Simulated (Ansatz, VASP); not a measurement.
**NaH: VASP beside Ansatz**

```xyz
6
Lattice="1.6778 0.9687 8.6581 -1.6778 0.9687 8.6581 0.0000 -1.9374 8.6581" Properties=species:S:1:pos:R:3 pbc="T T T"
Na    0.0000    0.0000   12.9872
Na    0.0000    0.0000   15.9231
Na    0.0000    0.0000   10.0513
H     0.0000    0.0000    0.0000
H     0.0000    0.0000   20.1751
H     0.0000    0.0000    5.7993
```

Alike in both runs: functional PBE; k mesh 6 × 6 × 6; occupations gaussian, width 0.1 eV; no spin polarisation.

Ansatz relaxed the structure, and its values are those at the end. VASP's run is a single point on that final structure, the one shown.

```csv
,VASP,Ansatz
version,VASP 6.6.1,Ansatz 0.2.0
potentials or method,"VASP PAW PBE potentials, release 64 (Na_pv, H), cutoff 520 eV","scalar-relativistic, plane waves, PAW"
valence electrons in the cell,24,30
```

Ansatz gave:

* gap on the k mesh at the Fermi level (eV): 3.52
* least direct gap on the mesh (eV): 4.22
* pressure (GPa): 0.2
* rms of the force components (eV/Å): 0.004

Which values does VASP return?

gap on the k mesh at the Fermi level (eV): 3.52; least direct gap on the mesh (eV): 4.22; pressure (GPa): 0.2; rms of the force components (eV/Å): 0.005.

VASP's potentials hold 24 valence electrons a cell and Ansatz's 30, so a difference there can come from the potentials and not from the codes.
